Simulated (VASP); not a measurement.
Crystal: Li2Sc.

```
Li Sc
1.0
     0.00000    2.77258    2.77258
     2.77258    0.00000    2.77258
     2.77258    2.77258    0.00000
Li Sc
2 1
Direct
  0.25000 0.25000 0.25000
  0.75000 0.75000 0.75000
  0.00000 0.00000 0.00000
```

| Quantity | Value |
| --- | --- |
| Program | VASP 6.6.1 |
| Task | relaxation of cell and atoms |
| Functional | PBE |
| Potentials or basis | VASP PAW PBE potentials, release 64 (Li_sv, Sc_sv) |
| Cutoff | 600 eV |
| k mesh | 6 × 6 × 6 |
| Occupations | gaussian, width 0.1 eV |
| Spin | no spin polarisation |

At the start: pressure 25.3 GPa; volume 14.21 Å³/atom.

Question: How do energy, volume and symmetry change on relaxing?

Answer: Over 4 steps the energy falls by 620.2 meV/atom and the volume is 24.48 Å³/atom (+72.3 %); space group Fm-3m (No. 225, to 0.05 Å).

Step by step:
| step | energy change (eV) | largest force (eV/Å) | pressure (GPa) | volume (Å³) |
| --- | --- | --- | --- | --- |
| 1 | 0.0000 | 0.0000 | 25.26 | 42.63 |
| 2 | -1.4086 | 0.0000 | 7.68 | 58.00 |
| 3 | -1.8068 | 0.0000 | 1.01 | 70.80 |
| 4 | -1.8606 | 0.0000 | -0.04 | 73.44 |

Final structure:
```yaml
crystal:
  lattice:
    - [0.00000, 3.32377, 3.32377]
    - [3.32377, 0.00000, 3.32377]
    - [3.32377, 3.32377, 0.00000]
  atoms:
    - { symbol: Li, position: [0.25000, 0.25000, 0.25000] }
    - { symbol: Li, position: [0.75000, 0.75000, 0.75000] }
    - { symbol: Sc, position: [0.00000, 0.00000, 0.00000] }
```

Caveat: the cutoff is under 1.25 times the usual one of these potentials, so pressure, stress and relaxed cells hold a basis-set (Pulay) error; the volume moved by over 15 % at a fixed basis, so the end points are rough.
